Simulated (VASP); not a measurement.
# Mg in VASP: further runs

The runs below take Mg through single point, relaxation of the atoms, with PBE.

All numbers are computed with VASP 6.6.1; they aren't measurements. Logs are shortened: lines on timing, memory, paths and dates and some standing lists are left out, and cuts for length are marked.

**1. The cell of the first run**

Symmetry: Cmcm, No. 63, orthorhombic system. Conventional cell: a = 3.273 Å, b = 5.559 Å, c = 5.210 Å, α = 90.00°, β = 90.00°, γ = 90.00°. Mg (site symmetry m2m) has 12 Mg at 3.20 to 3.27 Å within 4.2 Å.

**2. Single point, PBE**

Input file INCAR:

```
PREC = Accurate
ENCUT = 520
EDIFF = 1E-6
ISMEAR = -1
SIGMA = 0.05
LREAL = False
LASPH = True
NELM = 100
ALGO = Normal
ISIF = 2
LWAVE = False
LCHARG = False
GGA = PE
NBANDS = 9
```

Input file KPOINTS:

```
regular mesh
0
Gamma
  10 10 5
```

Input file POSCAR:

```
Mg
1.0
    3.2734860000      0.0000000000      0.0000000000
   -1.6367430000      2.7793353284      0.0000000000
    0.0000000000      0.0000000000      5.2103000000
Mg
2
Direct
    0.6666666667      0.3333333333      0.7500000000
    0.3333333334      0.6666666667      0.2500000000
```

Potentials or basis: VASP PAW PBE potentials, release 64 (Mg).

Started as:

```sh
$ cat potpaw_PBE.64/Mg/POTCAR > POTCAR
$ mpirun -np 1 vasp_std > vasp.out
```

OUTCAR:

```text
PREC = Accurate
   ENCUT = 520
   EDIFF = 1E-6
   ISMEAR = -1
   LREAL = False
   LASPH = True
   NELM = 100
   ISIF = 2
   GGA = PE

 ion  position               nearest neighbor table
   1  0.667  0.333  0.750-   2 3.20   2 3.20   2 3.21   2 3.21   2 3.21   2 3.21
   2  0.333  0.667  0.250-   1 3.20   1 3.20   1 3.21   1 3.21   1 3.21   1 3.21

  Warning from LATTYP: Monoclinic adjustment (A1->A3, A2->A1, A3->A2)!
  LATTYP: Found a base centered orthorhombic cell.
 ALAT       =     3.2734860000
 B/A-ratio  =     1.6980890270
 C/A-ratio  =     1.5916671096

  Lattice vectors:

 A1 = (   1.6367430000,  -2.7793353284,   0.0000000000)
 A2 = (   1.6367430000,   2.7793353284,   0.0000000000)
 A3 = (   0.0000000000,   0.0000000000,   5.2103000000)

Analysis of symmetry for initial positions (statically):
=====================================================================
 Subroutine PRICEL returns:
 Original cell was already a primitive cell.

 Routine SETGRP: Setting up the symmetry group for a
 base centered orthorhombic supercell.

 Subroutine GETGRP returns: Found  8 space group operations
 (whereof  4 operations were pure point group operations)
 out of a pool of  8 trial point group operations.

The static configuration has the point symmetry C_2h.
 The point group associated with its full space group is D_2h.

Analysis of symmetry for dynamics (positions and initial velocities):
=====================================================================
 Subroutine PRICEL returns:
 Original cell was already a primitive cell.

 Routine SETGRP: Setting up the symmetry group for a
 base centered orthorhombic supercell.

 Subroutine GETGRP returns: Found  8 space group operations
 (whereof  4 operations were pure point group operations)
 out of a pool of  8 trial point group operations.

The dynamic configuration has the point symmetry C_2h.
 The point group associated with its full space group is D_2h.

 Subroutine INISYM returns: Found  8 space group operations
 (whereof  4 operations are pure point group operations),
 and found     1 'primitive' translations

----------------------------------------------------------------------------------------

                                     Primitive cell

  volume of cell :      47.4039

  direct lattice vectors                    reciprocal lattice vectors
     3.273486000  0.000000000  0.000000000     0.305484734  0.179899127  0.000000000
    -1.636743000  2.779335328  0.000000000     0.000000000  0.359798255  0.000000000
[... 85 lines left out ...]
   EDIFF  = 0.1E-05   stopping-criterion for ELM
   LREAL  =      F    real-space projection
   EDIFFG = 0.1E-04   stopping-criterion for IOM
   NSW    =      0    number of steps for IOM
   IBRION =     -1    ionic relax: 0-MD 1-quasi-New 2-CG
   NFREE  =      0    steps in history (QN), initial steepest desc. (CG)
   ISIF   =      2    stress and relaxation
   ISYM   =      2    0-nonsym 1-usesym 2-fastsym
   POTIM  = 0.5000    time-step for ionic-motion
   TEBEG  =    0.0;   TEEND  =   0.0 temperature during run
   PSTRESS=    0.0 pullay stress
   NELECT =       4.0000    total number of electrons
   NUPDOWN=      -1.0000    fix difference up-down
   EMIN   =  10.00;   EMAX   =-10.00  energy-range for DOS
   EFERMI =   0.00;   METHOD = LEGACY
   ISMEAR =    -1;   SIGMA  =   0.05  broadening in eV -4-tet -1-fermi 0-gaus
   EFERMI_NEDOS =   21; number of points for ismear=-14 and -15
   IALGO  =     38    algorithm
   IMIX   =      4    mixing-type and parameters
     AMIX     =   0.40;   BMIX     =  1.00
     AMIX_MAG =   1.60;   BMIX_MAG =  1.00
  volume/ion in A,a.u.               =      23.70       159.95
  Fermi-wavevector in a.u.,A,eV,Ry     =   0.718053  1.356924  7.015174  0.515601
  Thomas-Fermi vector in A             =   1.806892
   LORBIT       =      0    0 simple, 1 ext, 2 COOP (PROOUT), +10 PAW based schemes
   GGA     = PE    functional components
   LHFCALC =     F    Hartree Fock is set to
   AEXX    =    0.0000 exact exchange contribution
   IVDW    =     0    specifies the selected vdW correction
   LEPSILON=     F    determine dielectric tensor
   LRPA    =     F    only Hartree local field effects (RPA)
 non-spin polarized calculation
  energy-cutoff  :      520.00
  volume of cell :       47.40
 maximum number of plane-waves:      1296
   NGX = 13   NGY = 11   NGZ = 19

 number of electron       4.0000000 magnetization

 Free energy of the ion-electron system (eV)
  ---------------------------------------------------
  ext. energy  EPLUGINS =         0.00000000
  ---------------------------------------------------
  free energy    TOTEN  =        -2.99974819 eV

  energy without entropy =       -2.98871762  energy(sigma->0) =       -2.99423290

 E-fermi :   2.5032     XC(G=0):  -8.3927

 val. band max:        2.5003791753   @ k =   0.0000   0.3000   0.0000
 cond. band min:       2.5040538071   @ k =   0.2000   0.3000   0.2000
 fundamental gap:      0.0036746318
 Fermi energy:         2.5032017402

 k-point     1 :       0.0000    0.0000    0.0000
  band No.  band energies     occupation
      1      -4.3262      2.00000
      2       0.8889      2.00000
      3       1.3154      2.00000
      4      12.9115      0.00000
      5      12.9682      0.00000
      6      13.2832      0.00000
      7      13.3193      0.00000
      8      14.2032      0.00000
      9      15.5079      0.00000
[... 265 lines left out ...]
 k-point    24 :       0.1000    0.3000    0.0000
  band No.  band energies     occupation
      1      -1.8246      2.00000
      2       3.2121      0.00000
      3       3.2450      0.00000
      4       4.3559      0.00000
      5       7.0178      0.00000
      6       8.6194      0.00000
      7       9.5076      0.00000
      8      11.8611      0.00000
      9      12.5838      0.00000

 [... further k-points ...]
[... 5 lines left out ...]
  --------------------------------------------------------------------------------------
  -------------------------------------------------------------------------------------
  Total       -0.4231934     -0.4980997     -0.1092767      0.0000000      0.0000000      0.0000000
  in kB      -14.3032704    -16.8349839     -3.6933784      0.0000000      0.0000000      0.0000000
  external PRESSURE =     -11.6105443 kB  Pullay stress =       0.0000000 kB

 VOLUME and BASIS-vectors are now :
 -----------------------------------------------------------------------------
  energy-cutoff  :      520.00
  volume of cell :       47.40
      direct lattice vectors                 reciprocal lattice vectors
     3.273486000  0.000000000  0.000000000     0.305484734  0.179899127  0.000000000
    -1.636743000  2.779335328  0.000000000     0.000000000  0.359798255  0.000000000
     0.000000000  0.000000000  5.210300000     0.000000000  0.000000000  0.191927528

 POSITION                                       TOTAL-FORCE (eV/Angst)
 -----------------------------------------------------------------------------------
      1.63674      0.92645      3.90773         0.000000      0.015390      0.000000
      0.00000      1.85289      1.30258         0.000000     -0.015390      0.000000
 -----------------------------------------------------------------------------------
    total drift:                                0.000000     -0.000000     -0.000000

  FREE ENERGIE OF THE ION-ELECTRON SYSTEM (eV)
  ---------------------------------------------------
  free  energy   TOTEN  =        -2.9997481855 eV

  energy  without entropy=       -2.9887176176  energy(sigma->0) =       -2.99423290
```

Wall time 8.7 s (1 thread of Intel Xeon 6975P-C (Granite Rapids), shared host); peak memory 0.18 GiB.

What came out:

```
Free energy            : -2.9997 eV
Pressure               : -1.2 GPa
Largest force          : 0.015 eV/Å
Band gap on the k mesh : zero (bands 2 and 3 overlap by 1.90 eV)
```

Forces on the atoms (eV/Å):
```
Mg   0.000  0.015  0.000
Mg   0.000 -0.015  0.000
```

(Continued in part 2 of 2.)

The gap in the log of VASP goes by the Fermi energy; the results here count the filled bands.